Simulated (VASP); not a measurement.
Runs of VASP 6.6.1 on InGa2N3. The structure is that of space group P6/mmm (No. 191), or close to it. The cells are those of the table. The cell was built from a structure type or drawn by symmetry, and may not be a known phase.

```csv
task,spin,cell,k mesh,cutoff (eV),gap on the mesh (eV),pressure (GPa),moment (μB),relaxed volume (Å³/atom)
single point,"collinear, ferromagnetic start","a = 6.278, b = 6.278, c = 3.338 Å, angles 90.0, 90.0, 120.0°, 6 atoms",3 × 3 × 6,520,none,-0.1,2.00,-
relaxation of cell and atoms,off,"relaxed from a = 4.906, b = 4.906, c = 5.136 Å, angles 90.0, 90.0, 120.0°, 6 atoms",6 × 6 × 4,600,none,0.0,-,(b)
single point,off,"a = 4.906, b = 4.906, c = 5.136 Å, angles 90.0, 90.0, 120.0°, 6 atoms",6 × 6 × 4,520,none,110.2,-,-
single point,"collinear, ferromagnetic start","a = 4.906, b = 4.906, c = 5.136 Å, angles 90.0, 90.0, 120.0°, 6 atoms",6 × 6 × 4,520,none,110.3,(a),-
single point,off,"a = 6.283, b = 6.283, c = 3.304 Å, angles 90.0, 90.0, 120.0°, 6 atoms",6 × 6 × 4,520,none,-0.4,-,-
relaxation of cell and atoms,off,"relaxed from a = 6.283, b = 6.283, c = 3.304 Å, angles 90.0, 90.0, 120.0°, 6 atoms",3 × 3 × 6,600,none,0.1,-,18.77
single point,off,"a = 6.278, b = 6.278, c = 3.338 Å, angles 90.0, 90.0, 120.0°, 6 atoms",3 × 3 × 6,520,none,-0.4,-,-
```

Alike in all rows: level PBE; potentials or basis VASP PAW PBE potentials, release 64 (In_d, Ga_d, N); smearing gaussian 0.1 eV.

Problem. Estimate the missing entries.

Solution. (a) 0.32; (b) 18.48.

Caveats: some runs use coarse meshes; spin-orbit coupling is left out, which moves the levels of the heavy elements; the cell stands under pressure (at least some runs); a cell axis changed by over 15 % at a fixed basis, so the end point is rough (at least some runs).

A k mesh can miss the band edges, and the runs leave out spin-orbit coupling on Ga, In.

A gap of «none» marks levels without a gap at the run's occupations.
